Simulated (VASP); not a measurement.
# KBr (Fm-3m) in VASP: further runs

KBr is run at these levels: PBE, LDA, PBE+D4; tasks: single point.

Program: VASP 6.6.1. These are calculated values, not measurements. Logs are shortened: lines on timing, memory, paths and dates and some standing lists are left out, and cuts for length are marked.

## 1. The cell of the first run

It takes space group Fm-3m (No. 225, cubic). The conventional cell has a = 6.604 Å, b = 6.604 Å, c = 6.604 Å, α = 90.00°, β = 90.00°, γ = 90.00°. Within 4.3 Å of K (site symmetry m-3m) lie 6 Br at 3.30 Å. Br (site symmetry m-3m) has 6 K at 3.30 Å within 4.3 Å.

## 2. Single point, PBE

INCAR

```
SYSTEM = KBr
ALGO = Normal
EDIFF = 1E-6
ENCUT = 500
GGA = PE
GGA_COMPAT = .False.
ISIF = 2
ISMEAR = 1
LASPH = .True.
LCHARG = .False.
LREAL = .False.
LWAVE = .False.
NBANDS = 15
NELM = 120
PREC = Accurate
SIGMA = 0.001
```

KPOINTS

```
k-points
0
Gamma
  4 4 4
  0 0 0
```

POSCAR

```
KBr
1.0
    0.0000000000      3.3022478201      3.3022478201
    3.3022478201      0.0000000000      3.3022478201
    3.3022478201      3.3022478201      0.0000000000
K Br
1 1
Direct
    0.0000000000      0.0000000000      0.0000000000
    0.5000000000      0.5000000000      0.5000000000
```

Potentials or basis: VASP PAW PBE potentials, release 64 (K_sv, Br).

Launch:

```sh
cat potpaw_PBE.64/K_sv/POTCAR potpaw_PBE.64/Br/POTCAR > POTCAR
mpirun -np 1 vasp_std > vasp.out
```

OUTCAR:

```text
SYSTEM = KBr
   EDIFF = 1E-6
   ENCUT = 500
   GGA = PE
   ISIF = 2
   ISMEAR = 1
   LASPH = .True.
   LREAL = .False.
   NELM = 120
   PREC = Accurate

 ion  position               nearest neighbor table
   1  0.000  0.000  0.000-   2 3.30   2 3.30   2 3.30   2 3.30   2 3.30   2 3.30
   2  0.500  0.500  0.500-   1 3.30   1 3.30   1 3.30   1 3.30   1 3.30   1 3.30

  LATTYP: Found a face centered cubic cell.
 ALAT       =     6.6044956402

  Lattice vectors:

 A1 = (   0.0000000000,   3.3022478201,   3.3022478201)
 A2 = (   3.3022478201,   0.0000000000,   3.3022478201)
 A3 = (   3.3022478201,   3.3022478201,   0.0000000000)

Analysis of symmetry for initial positions (statically):
=====================================================================
 Subroutine PRICEL returns:
 Original cell was already a primitive cell.

 Routine SETGRP: Setting up the symmetry group for a
 face centered cubic supercell.

 Subroutine GETGRP returns: Found 48 space group operations
 (whereof 48 operations were pure point group operations)
 out of a pool of 48 trial point group operations.

The static configuration has the point symmetry O_h .

Analysis of symmetry for dynamics (positions and initial velocities):
=====================================================================
 Subroutine PRICEL returns:
 Original cell was already a primitive cell.

 Routine SETGRP: Setting up the symmetry group for a
 face centered cubic supercell.

 Subroutine GETGRP returns: Found 48 space group operations
 (whereof 48 operations were pure point group operations)
 out of a pool of 48 trial point group operations.

The dynamic configuration has the point symmetry O_h .

 Subroutine INISYM returns: Found 48 space group operations
 (whereof 48 operations are pure point group operations),
 and found     1 'primitive' translations

----------------------------------------------------------------------------------------

                                     Primitive cell

  volume of cell :      72.0210

  direct lattice vectors                    reciprocal lattice vectors
     0.000000000  3.302247820  3.302247820    -0.151412016  0.151412016  0.151412016
     3.302247820  0.000000000  3.302247820     0.151412016 -0.151412016  0.151412016
     3.302247820  3.302247820  0.000000000     0.151412016  0.151412016 -0.151412016

  length of vectors
     4.670083654  4.670083654  4.670083654     0.262253305  0.262253305  0.262253305

  position of ions in fractional coordinates (direct lattice)
     0.000000000  0.000000000  0.000000000
     0.500000000  0.500000000  0.500000000

  ion indices of the primitive-cell ions
   primitive index   ion index
                 1           1
                 2           2

----------------------------------------------------------------------------------------

 KPOINTS: k-points

Automatic generation of k-mesh.
 Grid dimensions read from file:
 generate k-points for:    4    4    4

 Generating k-lattice:

  Cartesian coordinates                     Fractional coordinates (reciprocal lattice)
    -0.037853004  0.037853004  0.037853004     0.250000000  0.000000000  0.000000000
     0.037853004 -0.037853004  0.037853004     0.000000000  0.250000000  0.000000000
     0.037853004  0.037853004 -0.037853004     0.000000000  0.000000000  0.250000000

  Length of vectors
     0.065563326  0.065563326  0.065563326

  Shift w.r.t. Gamma in fractional coordinates (k-lattice)
     0.000000000  0.000000000  0.000000000

 Subroutine IBZKPT returns following result:
 ===========================================

 Found      8 irreducible k-points:

 Following reciprocal coordinates:
            Coordinates               Weight
  0.000000  0.000000  0.000000      1.000000
  0.250000  0.000000  0.000000      8.000000
  0.500000  0.000000  0.000000      4.000000
  0.250000  0.250000  0.000000      6.000000
  0.500000  0.250000  0.000000     24.000000
 -0.250000  0.250000  0.000000     12.000000
  0.500000  0.500000  0.000000      3.000000
 -0.250000  0.500000  0.250000      6.000000
   k-points           NKPTS =      8   k-points in BZ     NKDIM =      8   number of bands    NBANDS=     15
   number of dos      NEDOS =    301   number of ions     NIONS =      2
   total plane-waves  NPLWV =  46656
   dimension x,y,z NGX =    36 NGY =   36 NGZ =   36
   dimension x,y,z NGXF=    72 NGYF=   72 NGZF=   72
   ions per type =               1   1
   NGX,Y,Z   is equivalent  to a cutoff of  12.82, 12.82, 12.82 a.u.
   NGXF,Y,Z  is equivalent  to a cutoff of  25.63, 25.63, 25.63 a.u.
 SYSTEM =  KBr
   PREC   = accura    normal or accurate (medium, high low for compatibility)
   ISTART =      0    job   : 0-new  1-cont  2-samecut
   ICHARG =      2    charge: 1-file 2-atom 10-const
   ISPIN  =      1    spin polarized calculation?
   LNONCOLLINEAR =      F non collinear calculations
   LSORBIT =      F    spin-orbit coupling
   LASPH  =      T    aspherical Exc in radial PAW
[... 79 lines left out ...]
      2     -14.1347      2.00000
      3     -13.0142      2.00000
      4     -13.0142      2.00000
      5     -12.8793      2.00000
      6      -2.4170      2.00000
      7      -1.9203      2.00000
      8      -1.9203      2.00000
      9       3.9308      0.00000
     10       5.7371      0.00000
     11       6.5565      0.00000
     12       6.5565      0.00000
     13       7.4453      0.00000
     14       7.4453      0.00000
     15      10.4580      0.00000

 k-point     3 :       0.5000    0.0000    0.0000
  band No.  band energies     occupation
      1     -29.5289      2.00000
      2     -14.2150      2.00000
      3     -13.0170      2.00000
      4     -13.0170      2.00000
      5     -12.7629      2.00000
      6      -2.9226      2.00000
      7      -2.0792      2.00000
      8      -2.0792      2.00000
      9       4.8379      0.00000
     10       6.4792      0.00000
     11       8.0090      0.00000
     12       8.0090      0.00000
     13       8.3209      0.00000
     14       8.3209      0.00000
     15       9.1720      0.00000

 k-point     4 :       0.2500    0.2500    0.0000
  band No.  band energies     occupation
      1     -29.5308      2.00000
      2     -14.0849      2.00000
      3     -13.0291      2.00000
      4     -13.0291      2.00000
      5     -12.9246      2.00000
      6      -2.4516      2.00000
      7      -1.9097      2.00000
      8      -1.9097      2.00000
      9       4.1441      0.00000
     10       4.7838      0.00000
     11       7.0948      0.00000
     12       7.2995      0.00000
     13       7.2995      0.00000
     14       7.8627      0.00000
     15       9.9366      0.00000

 k-point     5 :       0.5000    0.2500    0.0000
  band No.  band energies     occupation
      1     -29.5281      2.00000
      2     -14.0948      2.00000
      3     -13.0510      2.00000
      4     -13.0320      2.00000
      5     -12.8961      2.00000
      6      -2.6297      2.00000
      7      -2.2089      2.00000
      8      -2.0563      2.00000
      9       4.9057      0.00000
     10       5.8152      0.00000
     11       7.1929      0.00000
     12       7.8922      0.00000
     13       7.9940      0.00000
     14       8.4615      0.00000
     15       9.1662      0.00000

 k-point     6 :      -0.2500    0.2500    0.0000
  band No.  band energies     occupation
      1     -29.5290      2.00000
      2     -14.1427      2.00000
      3     -13.0514      2.00000
      4     -13.0172      2.00000
      5     -12.8368      2.00000
      6      -2.6592      2.00000
      7      -2.1496      2.00000
      8      -2.0672      2.00000
      9       5.1352      0.00000
     10       5.7144      0.00000
     11       7.0735      0.00000
     12       7.1905      0.00000
     13       7.8727      0.00000
     14       8.9213      0.00000
     15       9.2342      0.00000

 k-point     7 :       0.5000    0.5000    0.0000
  band No.  band energies     occupation
      1     -29.5273      2.00000
      2     -13.9400      2.00000
      3     -13.1010      2.00000
      4     -13.0470      2.00000
      5     -13.0470      2.00000
      6      -2.5593      2.00000
      7      -2.0329      2.00000
      8      -2.0329      2.00000
      9       4.1187      0.00000
     10       5.4427      0.00000
     11       7.6151      0.00000
     12       7.7499      0.00000
     13       7.9168      0.00000
     14       9.0186      0.00000
     15       9.0186      0.00000

 k-point     8 :      -0.2500    0.5000    0.2500
  band No.  band energies     occupation
      1     -29.5273      2.00000
      2     -14.0368      2.00000
      3     -13.0739      2.00000
      4     -13.0739      2.00000
      5     -12.9154      2.00000
      6      -2.3336      2.00000
      7      -2.3336      2.00000
      8      -2.2826      2.00000
      9       5.6364      0.00000
     10       5.6364      0.00000
     11       6.5015      0.00000
     12       7.2461      0.00000
     13       8.9393      0.00000
     14       9.0432      0.00000
     15       9.2648      0.00000

------------------------ aborting loop because EDIFF is reached ----------------------------------------

  FORCE on cell =-STRESS in cart. coord.  units (eV):
  Direction    XX          YY          ZZ          XY          YZ          ZX
  --------------------------------------------------------------------------------------
  -------------------------------------------------------------------------------------
  Total        0.3244946      0.3244946      0.3244946     -0.0000000      0.0000000      0.0000000
  in kB        7.2187009      7.2187009      7.2187009     -0.0000000      0.0000000      0.0000000
  external PRESSURE =       7.2187009 kB  Pullay stress =       0.0000000 kB

 VOLUME and BASIS-vectors are now :
 -----------------------------------------------------------------------------
  energy-cutoff  :      500.00
  volume of cell :       72.02
      direct lattice vectors                 reciprocal lattice vectors
     0.000000000  3.302247820  3.302247820    -0.151412016  0.151412016  0.151412016
     3.302247820  0.000000000  3.302247820     0.151412016 -0.151412016  0.151412016
     3.302247820  3.302247820  0.000000000     0.151412016  0.151412016 -0.151412016

 POSITION                                       TOTAL-FORCE (eV/Angst)
 -----------------------------------------------------------------------------------
      0.00000      0.00000      0.00000         0.000000     -0.000000      0.000000
      3.30225      3.30225      3.30225         0.000000      0.000000     -0.000000
 -----------------------------------------------------------------------------------
    total drift:                                0.000000      0.000000      0.000000

  FREE ENERGIE OF THE ION-ELECTRON SYSTEM (eV)
  ---------------------------------------------------
  free  energy   TOTEN  =        -6.2152449793 eV

  energy  without entropy=       -6.2152449793  energy(sigma->0) =       -6.21524498
```

It took 14 s on 1 thread of Intel Xeon Platinum 8488C (Sapphire Rapids), shared host; peak memory 0.2 GiB.

Results:

```
Free energy            : -6.2152 eV
Pressure               : 0.7 GPa
Band gap on the k mesh : 4.43 eV
```

Levels at points of the mesh, in eV from the valence-band top:
```csv
k point,band 5,band 6,band 7,band 8,band 9,band 10,band 11,band 12
"(0.00, 0.00, 0.00)",-11.26,0.00,0.00,0.00,4.43,7.60,7.60,7.60
"(0.50, 0.00, 0.00)",-11.01,-1.17,-0.33,-0.33,6.59,8.23,9.76,9.76
"(0.50, 0.50, 0.00)",-11.30,-0.81,-0.28,-0.28,5.87,7.19,9.36,9.50
```

## 3. Single point, LDA

INCAR

```
  PREC = Accurate
  ENCUT = 500
  EDIFF = 1E-6
  ISMEAR = 0
  SIGMA = 0.01
  LREAL = False
  LASPH = True
  NELM = 120
  ALGO = Normal
  ISIF = 2
  LWAVE = False
  LCHARG = False
  NBANDS = 15
  GGA_COMPAT = False
```

KPOINTS

```
Automatic mesh
0
Gamma
  4 4 4
```

POSCAR is that of step 2.

Potentials or basis: VASP PAW LDA potentials, release 64 (K_sv, Br).

Launch:

```sh
cat potpaw_LDA.64/K_sv/POTCAR potpaw_LDA.64/Br/POTCAR > POTCAR
mpirun -np 1 vasp_std > vasp.out
```

Run time: 8.5 s. Hardware: 1 thread of Intel Xeon Platinum 8488C (Sapphire Rapids), shared host; peak memory 0.17 GiB.

It converged, with:

- Free energy: -6.7952 eV
- Pressure: -1.6 GPa
- Band gap on the k mesh: 4.03 eV

Levels at points of the mesh, in eV from the valence-band top:
```
           k point  band 6  band 7  band 8  band 9  band 10  band 11
(0.00, 0.00, 0.00)    0.00    0.00    0.00    4.03     7.34     7.34
(0.50, 0.00, 0.00)   -1.25   -0.35   -0.35    6.24     7.92     9.52
(0.50, 0.50, 0.00)   -0.85   -0.30   -0.30    5.56     6.85     9.13
```

## 4. Single point, PBE+D4

INCAR

```
ALGO     = Normal         # electronic algorithm
EDIFF    = 1E-6           # SCF threshold, eV
ENCUT    = 500            # plane-wave cutoff, eV
GGA      = PE             # functional
GGA_COMPAT= False        
ISIF     = 2              # what is computed and relaxed
ISMEAR   = 0              # smearing method
IVDW     = 13             # dispersion correction
LASPH    = True           # aspherical terms in the spheres
LCHARG   = True           # write CHGCAR
LELF     = True           # ELF
LREAL    = False          # projectors in reciprocal space
LVHAR    = True         
LWAVE    = False          # write WAVECAR
NBANDS   = 15             # bands
NELM     = 120            # most SCF steps
PREC     = Accurate       # precision mode
SIGMA    = 0.01           # smearing width, eV
```

KPOINTS

```
k-points
0
Gamma
  4 4 4
```

POSCAR is that of step 3.

Potentials or basis: VASP PAW PBE potentials, release 64 (K_sv, Br).

Launch:

```sh
cat potpaw_PBE.64/K_sv/POTCAR potpaw_PBE.64/Br/POTCAR > POTCAR
mpirun -np 1 vasp_std > vasp.out
```

Run time: 13 s. Hardware: 1 thread of Intel Xeon Platinum 8488C (Sapphire Rapids), shared host; peak memory 0.2 GiB.

The run converged. Its results:

```yaml
Free_energy: -6.4583 eV
Pressure: 0.1 GPa
Band_gap_on_the_k_mesh: 4.43 eV
Dispersion_energy_per_atom: -0.122 eV
```

Levels at points of the mesh, in eV from the valence-band top:
| k point | band 4 | band 5 | band 6 | band 7 | band 8 | band 9 | band 10 | band 11 | band 12 | band 13 |
| --- | --- | --- | --- | --- | --- | --- | --- | --- | --- | --- |
| (0.00, 0.00, 0.00) | -11.26 | -11.26 | 0.00 | 0.00 | 0.00 | 4.43 | 7.60 | 7.60 | 7.60 | 8.42 |
| (0.50, 0.00, 0.00) | -11.27 | -11.01 | -1.17 | -0.33 | -0.33 | 6.59 | 8.23 | 9.76 | 9.76 | 10.07 |
| (0.50, 0.50, 0.00) | -11.30 | -11.30 | -0.81 | -0.28 | -0.28 | 5.87 | 7.19 | 9.36 | 9.50 | 9.66 |

## 5. Single point, PBE

INCAR

```
SYSTEM = KBr
PREC = Accurate ; ENCUT = 500
EDIFF = 1E-6 ; ISMEAR = -1
SIGMA = 0.001 ; LREAL = .False.
LASPH = .True. ; NELM = 120
ALGO = Normal ; ISIF = 2
LWAVE = .False. ; LCHARG = .False.
GGA = PE ; NBANDS = 15
GGA_COMPAT = .False.
```

KPOINTS

```
Automatic mesh
0
Gamma
  4 4 4
  0 0 0
```

POSCAR is that of step 4.

Launch:

```sh
cat potpaw_PBE.64/K_sv/POTCAR potpaw_PBE.64/Br/POTCAR > POTCAR
mpirun -np 1 vasp_std > vasp.out
```

Wall time 11 s (1 thread of Intel Xeon Platinum 8488C (Sapphire Rapids), shared host); peak memory 0.2 GiB.

It converged, with:

| Property | Result |
| --- | --- |
| Free energy | -6.2152 eV |
| Pressure | 0.7 GPa |
| Band gap on the k mesh | 4.43 eV |

Levels at points of the mesh, in eV from the valence-band top:
| k point | band 4 | band 5 | band 6 | band 7 | band 8 | band 9 | band 10 | band 11 | band 12 | band 13 |
| --- | --- | --- | --- | --- | --- | --- | --- | --- | --- | --- |
| (0.00, 0.00, 0.00) | -11.26 | -11.26 | 0.00 | 0.00 | 0.00 | 4.43 | 7.60 | 7.60 | 7.60 | 8.42 |
| (0.50, 0.00, 0.00) | -11.27 | -11.01 | -1.17 | -0.33 | -0.33 | 6.59 | 8.23 | 9.76 | 9.76 | 10.07 |
| (0.50, 0.50, 0.00) | -11.30 | -11.30 | -0.81 | -0.28 | -0.28 | 5.87 | 7.19 | 9.36 | 9.50 | 9.66 |

## 6. Single point, PBE

INCAR

```
  PREC = Accurate
  ENCUT = 500
  EDIFF = 1E-6
  ISMEAR = 0
  SIGMA = 0.01
  LREAL = False
  LASPH = True
  NELM = 120
  ALGO = Normal
  ISIF = 2
  LWAVE = False
  LCHARG = False
  GGA = PE
  ISYM = 0
  NBANDS = 15
  GGA_COMPAT = False
```

KPOINTS

```
Automatic mesh
0
Gamma
  4 4 4
```

POSCAR is that of step 5.

Potentials or basis: VASP PAW PBE potentials, release 64 (K_sv, Br).

Launch:

```sh
cat potpaw_PBE.64/K_sv/POTCAR potpaw_PBE.64/Br/POTCAR > POTCAR
mpirun -np 1 vasp_std > vasp.out
```

It took 33 s on 1 thread of Intel Xeon Platinum 8488C (Sapphire Rapids), shared host; peak memory 0.21 GiB.

Results (log left out):

| Property | Result |
| --- | --- |
| Free energy | -6.2152 eV |
| Pressure | 0.7 GPa |
| Band gap on the k mesh | 4.43 eV |

Levels at points of the mesh, in eV from the valence-band top:
```
           k point  band 4  band 5  band 6  band 7  band 8  band 9  band 10  band 11  band 12  band 13
(0.00, 0.00, 0.00)  -11.26  -11.26    0.00    0.00    0.00    4.43     7.60     7.60     7.60     8.42
(0.50, 0.00, 0.00)  -11.27  -11.01   -1.17   -0.33   -0.33    6.59     8.23     9.76     9.76    10.07
(0.00, 0.50, 0.00)  -11.27  -11.01   -1.17   -0.33   -0.33    6.59     8.23     9.76     9.76    10.07
(0.00, 0.00, 0.50)  -11.27  -11.01   -1.17   -0.33   -0.33    6.59     8.23     9.76     9.76    10.07
(0.50, 0.50, 0.50)  -11.27  -11.01   -1.17   -0.33   -0.33    6.59     8.23     9.76     9.76    10.07
(0.50, 0.50, 0.00)  -11.30  -11.30   -0.81   -0.28   -0.28    5.87     7.19     9.36     9.50     9.66
(0.00, 0.50, 0.50)  -11.30  -11.30   -0.81   -0.28   -0.28    5.87     7.19     9.36     9.50     9.66
(0.50, 0.00, 0.50)  -11.30  -11.30   -0.81   -0.28   -0.28    5.87     7.19     9.36     9.50     9.66
```

## 7. Summary

| level | potentials or basis | smearing | gap on the mesh (eV) | pressure (GPa) |
| --- | --- | --- | --- | --- |
| PBE | VASP PAW PBE potentials, release 64 (K_sv, Br) | methfessel-paxton 0.001 eV | 4.43 | 0.7 |
| LDA | VASP PAW LDA potentials, release 64 (K_sv, Br) | gaussian 0.01 eV | 4.03 | -1.6 |
| PBE+D4 | VASP PAW PBE potentials, release 64 (K_sv, Br) | gaussian 0.01 eV | 4.43 | 0.1 |
| PBE | VASP PAW PBE potentials, release 64 (K_sv, Br) | fermi-dirac 0.001 eV | 4.43 | 0.7 |
| PBE | VASP PAW PBE potentials, release 64 (K_sv, Br) | gaussian 0.01 eV | 4.43 | 0.7 |

Alike in all rows: task single point; no spin polarisation; cell as given; k mesh 4 × 4 × 4; cutoff (eV) 500.

Absolute energies hang on the potentials; compare differences alone.
